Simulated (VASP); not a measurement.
# GaN (P6_3mc) in VASP: a series of runs, part 3 of 3

VASP 6.6.1. The steps go on from the part before.

## Step 4: Single point, r2SCAN (11.14 Å³/atom)

This run uses another cell than the first one, of 11.14 Å³/atom.

The input, POSCAR:

```
GaN
1.0
    3.1614683933      0.0000000001      0.0000000000
   -1.5807341967      2.7379119418      0.0000000000
    0.0000000000      0.0000000000      5.1496505662
Ga N
2 2
Direct
    0.3333333333      0.6666666667     -0.0008277438
    0.6666666667      0.3333333333      0.4991722562
    0.3333333333      0.6666666667      0.3758277438
    0.6666666667      0.3333333333      0.8758277438
```

The input, INCAR.step1:

```
  PREC = Accurate
  ENCUT = 910
  ISMEAR = 0
  SIGMA = 0.05
  LREAL = F
  LASPH = T
  NELM = 120
  NBANDS = 26
  GGA = PE
  ALGO = Normal
  EDIFF = 1E-5
  LWAVE = T
  LCHARG = F
  GGA_COMPAT = F
```

The input, INCAR.step2:

```
  PREC = Accurate
  ENCUT = 910
  EDIFF = 1E-6
  ISMEAR = 0
  SIGMA = 0.05
  LREAL = F
  LASPH = T
  NELM = 120
  ALGO = Normal
  ISIF = 2
  LWAVE = F
  LCHARG = F
  METAGGA = R2SCAN
  LMIXTAU = T
  NBANDS = 26
  ISTART = 1
  GGA_COMPAT = F
```

The input, KPOINTS:

```
Automatic mesh
0
Gamma
  8 8 6
```

Potentials or basis: VASP PAW PBE potentials, release 64 (Ga_d, N_h).

The run is started by

```sh
$ cat potpaw_PBE.64/Ga_d/POTCAR potpaw_PBE.64/N_h/POTCAR > POTCAR
$ cp INCAR.step1 INCAR
$ mpirun -np 1 vasp_std > vasp.out
$ cp INCAR.step2 INCAR
$ mpirun -np 1 vasp_std > vasp.out
```

OUTCAR:

```text
PREC = Accurate
   ENCUT = 910
   EDIFF = 1E-6
   ISMEAR = 0
   LREAL = F
   LASPH = T
   NELM = 120
   ISIF = 2
   METAGGA = R2SCAN
   ISTART = 1

 ion  position               nearest neighbor table
   1  0.333  0.667  0.999-   4 1.93   4 1.93   4 1.93   3 1.94
   2  0.667  0.333  0.499-   3 1.93   3 1.93   3 1.93   4 1.94
   3  0.333  0.667  0.376-   2 1.93   2 1.93   2 1.93   1 1.94
   4  0.667  0.333  0.876-   1 1.93   1 1.93   1 1.93   2 1.94

  LATTYP: Found a hexagonal cell.
 ALAT       =     3.1614683933
 C/A-ratio  =     1.6288793452

  Lattice vectors:

 A1 = (   3.1614683933,   0.0000000001,   0.0000000000)
 A2 = (  -1.5807341967,   2.7379119418,   0.0000000000)
 A3 = (   0.0000000000,   0.0000000000,   5.1496505662)

Analysis of symmetry for initial positions (statically):
=====================================================================
 Subroutine PRICEL returns:
 Original cell was already a primitive cell.

 Routine SETGRP: Setting up the symmetry group for a
 hexagonal supercell.

 Subroutine GETGRP returns: Found 12 space group operations
 (whereof  6 operations were pure point group operations)
 out of a pool of 24 trial point group operations.

The static configuration has the point symmetry C_3v.
 The point group associated with its full space group is C_6v.

Analysis of symmetry for dynamics (positions and initial velocities):
=====================================================================
 Subroutine PRICEL returns:
 Original cell was already a primitive cell.

 Routine SETGRP: Setting up the symmetry group for a
 hexagonal supercell.

 Subroutine GETGRP returns: Found 12 space group operations
 (whereof  6 operations were pure point group operations)
 out of a pool of 24 trial point group operations.

The dynamic configuration has the point symmetry C_3v.
 The point group associated with its full space group is C_6v.

 Subroutine INISYM returns: Found 12 space group operations
 (whereof  6 operations are pure point group operations),
 and found     1 'primitive' translations

----------------------------------------------------------------------------------------

                                     Primitive cell

  volume of cell :      44.5745

  direct lattice vectors                    reciprocal lattice vectors
     3.161468393  0.000000000  0.000000000     0.316308713  0.182620921  0.000000000
    -1.580734197  2.737911942  0.000000000    -0.000000000  0.365241842  0.000000000
     0.000000000  0.000000000  5.149650566     0.000000000  0.000000000  0.194187933

  length of vectors
     3.161468393  3.161468393  5.149650566     0.365241842  0.365241842  0.194187933

  position of ions in fractional coordinates (direct lattice)
     0.333333333  0.666666667  0.999172256
     0.666666667  0.333333333  0.499172256
     0.333333333  0.666666667  0.375827744
     0.666666667  0.333333333  0.875827744

  ion indices of the primitive-cell ions
   primitive index   ion index
                 1           1
                 2           2
                 3           3
                 4           4

----------------------------------------------------------------------------------------
[... 22 lines left out ...]

 Found     40 irreducible k-points:

 Following reciprocal coordinates:
            Coordinates               Weight
  0.000000  0.000000  0.000000      1.000000
  0.125000  0.000000  0.000000      6.000000
  0.250000  0.000000  0.000000      6.000000
  0.375000  0.000000  0.000000      6.000000
  0.500000  0.000000  0.000000      3.000000
  0.125000  0.125000  0.000000      6.000000
[... 16 lines left out ...]
  0.250000  0.000000  0.333333     12.000000
  0.375000  0.000000  0.333333     12.000000
 [... further k-points ...]
   k-points           NKPTS =     40   k-points in BZ     NKDIM =     40   number of bands    NBANDS=     26
   number of dos      NEDOS =    301   number of ions     NIONS =      4
   total plane-waves  NPLWV =  55296
   dimension x,y,z NGX =    32 NGY =   32 NGZ =   54
   dimension x,y,z NGXF=    64 NGYF=   64 NGZF=  108
   ions per type =               2   2
   NGX,Y,Z   is equivalent  to a cutoff of  16.83, 16.83, 17.43 a.u.
   NGXF,Y,Z  is equivalent  to a cutoff of  33.65, 33.65, 34.87 a.u.
 SYSTEM =  unknown system
   PREC   = accura    normal or accurate (medium, high low for compatibility)
   ISTART =      1    job   : 0-new  1-cont  2-samecut
   ICHARG =      0    charge: 1-file 2-atom 10-const
   ISPIN  =      1    spin polarized calculation?
   LNONCOLLINEAR =      F non collinear calculations
   LSORBIT =      F    spin-orbit coupling
   LASPH  =      T    aspherical Exc in radial PAW
   ENCUT  =  910.0 eV  66.88 Ry    8.18 a.u.   7.78  7.78 12.67*2*pi/ulx,y,z
   NELM   =    120;   NELMIN=  2; NELMDL=  0     # of ELM steps
   EDIFF  = 0.1E-05   stopping-criterion for ELM
   LREAL  =      F    real-space projection
   EDIFFG = 0.1E-04   stopping-criterion for IOM
   NSW    =      0    number of steps for IOM
   IBRION =     -1    ionic relax: 0-MD 1-quasi-New 2-CG
   NFREE  =      0    steps in history (QN), initial steepest desc. (CG)
   ISIF   =      2    stress and relaxation
   ISYM   =      2    0-nonsym 1-usesym 2-fastsym
   POTIM  = 0.5000    time-step for ionic-motion
   TEBEG  =    0.0;   TEEND  =   0.0 temperature during run
   PSTRESS=    0.0 pullay stress
   NELECT =      36.0000    total number of electrons
   NUPDOWN=      -1.0000    fix difference up-down
   EMIN   =  10.00;   EMAX   =-10.00  energy-range for DOS
   EFERMI =   0.00;   METHOD = LEGACY
   ISMEAR =     0;   SIGMA  =   0.05  broadening in eV -4-tet -1-fermi 0-gaus
   EFERMI_NEDOS =   21; number of points for ismear=-14 and -15
   IALGO  =     38    algorithm
   IMIX   =      4    mixing-type and parameters
     AMIX     =   0.40;   BMIX     =  1.00
     AMIX_MAG =   1.60;   BMIX_MAG =  1.00
  volume/ion in A,a.u.               =      11.14        75.20
  Fermi-wavevector in a.u.,A,eV,Ry     =   1.524569  2.881017 31.624149  2.324309
  Thomas-Fermi vector in A             =   2.632858
   LORBIT       =      0    0 simple, 1 ext, 2 COOP (PROOUT), +10 PAW based schemes
   METAGGA = R2SCAN    functional components
   LHFCALC =     F    Hartree Fock is set to
   AEXX    =    0.0000 exact exchange contribution
   IVDW    =     0    specifies the selected vdW correction
   LEPSILON=     F    determine dielectric tensor
   LRPA    =     F    only Hartree local field effects (RPA)
 non-spin polarized calculation
 Gauss-broadening in eV      SIGMA  =   0.05
  energy-cutoff  :      910.00
  volume of cell :       44.57
 maximum number of plane-waves:      2806
 NGX is ok and might be reduce to    32
   NGX = 15   NGY = 15   NGZ = 25

 number of electron      35.9999997 magnetization

 Free energy of the ion-electron system (eV)
  ---------------------------------------------------
  ext. energy  EPLUGINS =         0.00000000
  ---------------------------------------------------
  free energy    TOTEN  =       -43.80102928 eV

  energy without entropy =      -43.80102928  energy(sigma->0) =      -43.80102928

 E-fermi :   5.9286     XC(G=0): -12.7761

 val. band max:        5.6292181311   @ k =   0.0000   0.0000   0.0000
 cond. band min:       8.1092435392   @ k =   0.0000   0.0000   0.0000
 fundamental gap:      2.4800254081
 Fermi energy:         5.9286202338

 k-point     1 :       0.0000    0.0000    0.0000
  band No.  band energies     occupation
      1     -11.3649      2.00000
      2     -10.2965      2.00000
      3      -8.2170      2.00000
      4      -8.2002      2.00000
      5      -8.2002      2.00000
      6      -8.1274      2.00000
[... 685 lines left out ...]
     25      17.8537      0.00000
     26      19.5659      0.00000

 [... further k-points ...]

------------------------ aborting loop because EDIFF is reached ----------------------------------------

  FORCE on cell =-STRESS in cart. coord.  units (eV):
  Direction    XX          YY          ZZ          XY          YZ          ZX
  --------------------------------------------------------------------------------------
  -------------------------------------------------------------------------------------
  Total        1.4607553      1.4607553      1.4157196      0.0000000      0.0000000      0.0000000
  in kB       52.5051567     52.5051567     50.8864024      0.0000000      0.0000000      0.0000000
  external PRESSURE =      51.9655720 kB  Pullay stress =       0.0000000 kB

 VOLUME and BASIS-vectors are now :
 -----------------------------------------------------------------------------
  energy-cutoff  :      910.00
  volume of cell :       44.57
      direct lattice vectors                 reciprocal lattice vectors
     3.161468393  0.000000000  0.000000000     0.316308713  0.182620921  0.000000000
    -1.580734197  2.737911942  0.000000000    -0.000000000  0.365241842  0.000000000
     0.000000000  0.000000000  5.149650566     0.000000000  0.000000000  0.194187933

 POSITION                                       TOTAL-FORCE (eV/Angst)
 -----------------------------------------------------------------------------------
     -0.00000      1.82527      5.14539        -0.000000     -0.000000     -0.000480
      1.58073      0.91264      2.57056         0.000000      0.000000     -0.000480
     -0.00000      1.82527      1.93538         0.000000     -0.000000      0.000480
      1.58073      0.91264      4.51021        -0.000000     -0.000000      0.000480
 -----------------------------------------------------------------------------------
    total drift:                               -0.000000      0.000000      0.006785

  FREE ENERGIE OF THE ION-ELECTRON SYSTEM (eV)
  ---------------------------------------------------
  free  energy   TOTEN  =       -43.8010292766 eV

  energy  without entropy=      -43.8010292766  energy(sigma->0) =      -43.80102928
```

Run time: 4.4 min. Hardware: 1 thread of Intel Xeon Platinum 8488C (Sapphire Rapids), shared host; peak memory 0.29 GiB.

Results:

| Property | Result |
| --- | --- |
| Free energy | -43.8010 eV |
| Pressure | 5.2 GPa |
| Band gap on the k mesh | 2.48 eV |

Caveat: the cutoff is under 1.25 times the usual one of these potentials, so pressure, stress and relaxed cells hold a basis-set (Pulay) error; the cell stands under pressure; the PAW data sets were made with another functional, which shifts forces and pressure a little. r2SCAN opens gaps a little over a GGA but as a rule still falls short of measured ones.

## Step 5: Single point, r2SCAN (11.83 Å³/atom)

This run uses another cell than the first one, of 11.83 Å³/atom.

The input, POSCAR:

```
GaN
1.0
    3.2251124982      0.0000000001      0.0000000000
   -1.6125562492      2.7930293534      0.0000000000
    0.0000000000      0.0000000000      5.2513743233
Ga N
2 2
Direct
    0.3333333333      0.6666666667     -0.0008926771
    0.6666666667      0.3333333333      0.4991073229
    0.3333333333      0.6666666667      0.3758926771
    0.6666666667      0.3333333333      0.8758926771
```

The input, INCAR.step1:

```
PREC = Accurate
ENCUT = 910
ISMEAR = 0
SIGMA = 0.05
LREAL = False
LASPH = True
NELM = 120
NBANDS = 26
GGA = PE
ALGO = Normal
EDIFF = 1E-5
LWAVE = True
LCHARG = False
GGA_COMPAT = False
```

The input, INCAR.step2:

```
PREC = Accurate
ENCUT = 910
EDIFF = 1E-6
ISMEAR = 0
SIGMA = 0.05
LREAL = False
LASPH = True
NELM = 120
ALGO = Normal
ISIF = 2
LWAVE = False
LCHARG = False
METAGGA = R2SCAN
LMIXTAU = True
NBANDS = 26
ISTART = 1
GGA_COMPAT = False
```

KPOINTS is that of step 4.

Potentials or basis: VASP PAW PBE potentials, release 64 (Ga_d, N_h).

The run is started by

```sh
$ cat potpaw_PBE.64/Ga_d/POTCAR potpaw_PBE.64/N_h/POTCAR > POTCAR
$ cp INCAR.step1 INCAR
$ mpirun -np 1 vasp_std > vasp.out
$ cp INCAR.step2 INCAR
$ mpirun -np 1 vasp_std > vasp.out
```

OUTCAR:

```text
PREC = Accurate
   ENCUT = 910
   EDIFF = 1E-6
   ISMEAR = 0
   LREAL = False
   LASPH = True
   NELM = 120
   ISIF = 2
   METAGGA = R2SCAN
   ISTART = 1

 ion  position               nearest neighbor table
   1  0.333  0.667  0.999-   4 1.97   4 1.97   4 1.97   3 1.98
   2  0.667  0.333  0.499-   3 1.97   3 1.97   3 1.97   4 1.98
   3  0.333  0.667  0.376-   2 1.97   2 1.97   2 1.97   1 1.98
   4  0.667  0.333  0.876-   1 1.97   1 1.97   1 1.97   2 1.98

  LATTYP: Found a hexagonal cell.
[... 897 lines left out ...]
  FORCE on cell =-STRESS in cart. coord.  units (eV):
  Direction    XX          YY          ZZ          XY          YZ          ZX
  --------------------------------------------------------------------------------------
  -------------------------------------------------------------------------------------
  Total       -1.8576191     -1.8576191     -1.8162270      0.0000000      0.0000000      0.0000000
  in kB      -62.9178554    -62.9178554    -61.5158961      0.0000000      0.0000000      0.0000000
  external PRESSURE =     -62.4505356 kB  Pullay stress =       0.0000000 kB

 VOLUME and BASIS-vectors are now :
 -----------------------------------------------------------------------------
  energy-cutoff  :      910.00
  volume of cell :       47.30
      direct lattice vectors                 reciprocal lattice vectors
     3.225112498  0.000000000  0.000000000     0.310066703  0.179017095  0.000000000
    -1.612556249  2.793029353  0.000000000    -0.000000000  0.358034189  0.000000000
     0.000000000  0.000000000  5.251374323     0.000000000  0.000000000  0.190426341

 POSITION                                       TOTAL-FORCE (eV/Angst)
 -----------------------------------------------------------------------------------
     -0.00000      1.86202      5.24669        -0.000000     -0.000000     -0.006000
      1.61256      0.93101      2.62100         0.000000      0.000000     -0.006000
     -0.00000      1.86202      1.97395         0.000000     -0.000000      0.006000
      1.61256      0.93101      4.59964         0.000000      0.000000      0.006000
 -----------------------------------------------------------------------------------
    total drift:                               -0.000000     -0.000000     -0.007788

  FREE ENERGIE OF THE ION-ELECTRON SYSTEM (eV)
  ---------------------------------------------------
  free  energy   TOTEN  =       -43.7897447505 eV

  energy  without entropy=      -43.7897447505  energy(sigma->0) =      -43.78974475
```

Wall time 6.2 min (1 thread of Intel Xeon Platinum 8259CL at 2.50GHz (Skylake/Cascade Lake), shared host); peak memory 0.29 GiB.

Results:

```
Free energy            : -43.7897 eV
Pressure               : -6.2 GPa
Largest force          : 0.006 eV/Å
Band gap on the k mesh : 2.07 eV
```

Forces on the atoms (eV/Å):
```
Ga   0.000  0.000 -0.006
Ga   0.000  0.000 -0.006
N    0.000  0.000  0.006
N    0.000  0.000  0.006
```

Stress tensor (GPa, compression positive):
```
-6.29  0.00  0.00
 0.00 -6.29  0.00
 0.00  0.00 -6.15
```

Caveat: the cutoff is under 1.25 times the usual one of these potentials, so pressure, stress and relaxed cells hold a basis-set (Pulay) error; the cell stands under tension; the PAW data sets were made with another functional, which shifts forces and pressure a little. r2SCAN opens gaps a little over a GGA but as a rule still falls short of measured ones.

## Step 6: Summary

| level | cell | gap on the mesh (eV) | pressure (GPa) | largest force (eV/Å) |
| --- | --- | --- | --- | --- |
| BLYP+D3(BJ) | a = 3.243, b = 3.243, c = 5.295 Å, angles 90.0, 90.0, 120.0°, 4 atoms | 1.61 | -4.9 | - |
| r2SCAN | a = 3.204, b = 3.204, c = 5.219 Å, angles 90.0, 90.0, 120.0°, 4 atoms | 2.20 | -2.8 | 0.01 |
| r2SCAN | a = 3.161, b = 3.161, c = 5.150 Å, angles 90.0, 90.0, 120.0°, 4 atoms | 2.48 | 5.2 | - |
| r2SCAN | a = 3.225, b = 3.225, c = 5.251 Å, angles 90.0, 90.0, 120.0°, 4 atoms | 2.07 | -6.2 | 0.01 |

Alike in all rows: task single point; potentials or basis VASP PAW PBE potentials, release 64 (Ga_d, N_h); no spin polarisation; k mesh 8 × 8 × 6; cutoff (eV) 910; smearing gaussian 0.05 eV.

Caveats: the cutoff is under 1.25 times the usual one of these potentials, so pressure, stress and relaxed cells hold a basis-set (Pulay) error; the PAW data sets were made with another functional, which shifts forces and pressure a little; the cell stands under tension (at least some runs); the cell stands under pressure (at least some runs).

Total energies depend on the potentials used, so only differences within one code and one set of settings carry meaning.
